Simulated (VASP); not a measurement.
**Zn2C (fluorite type): electric field gradients with PBE**

The system is Zn2C (fluorite type).

```
C Zn
1.0
    -0.01953    2.60443    2.60443
     2.60443   -0.01953    2.60443
     2.58489    2.58489    0.00000
C Zn
1 2
Direct
  0.00000 0.00000 0.00000
  0.25000 0.25000 0.25000
  0.75000 0.75000 0.75000
```

This cell differs from its parent crystal: xy shear strain of -1.5 %.

| Item | Value |
| --- | --- |
| Program | VASP 6.6.1 |
| Task | electric field gradients |
| Functional | PBE |
| Potentials or basis | VASP PAW PBE potentials, release 64 (C, Zn) |
| Cutoff | 520 eV |
| k mesh | 11 × 11 × 11 |
| Occupations | fermi-dirac, width 0.08 eV |
| Spin | no spin polarisation |
| Dipole correction | no |
| Further INCAR settings | ALGO = Normal; EDIFF = 1e-08; NBANDS = 21 |

```
Pressure      : 0.6 GPa
Largest force : 0.003 eV/Å
```

Forces in eV/Å, atoms in the order of the input:
```
C    0.000  0.000  0.000
Zn   0.000  0.000 -0.003
Zn   0.000  0.000  0.003
```

Stress tensor (GPa, compression positive):
```
0.64 0.83 0.00
0.83 0.64 0.00
0.00 0.00 0.62
```

Levels at points of the mesh, in eV from the Fermi level:
```csv
k point,band 10,band 11,band 12,band 13,band 14,band 15,band 16,band 17,band 18,band 19
"(0.00, 0.00, 0.00)",-6.95,-6.95,-0.38,-0.18,-0.16,-0.14,3.85,4.00,4.14,8.89
```

Electric field gradients, principal values (V/Å²):
```csv
atom,least,middle,greatest (by size)
1 C,0.019,1.817,-1.837
2 Zn,-0.006,-3.788,3.794
3 Zn,-0.006,-3.788,3.794
```

It took 74 s on 1 thread of Intel(R) Xeon(R) 6975P-C (Granite Rapids), on a shared host, peak memory 0.26 GiB.

Caveat: the cell differs from its parent crystal (xy shear strain of -1.5 %); without QUAD_EFG the Cq values of the log hold for a quadrupole moment of 1 mb, not for the nuclei.
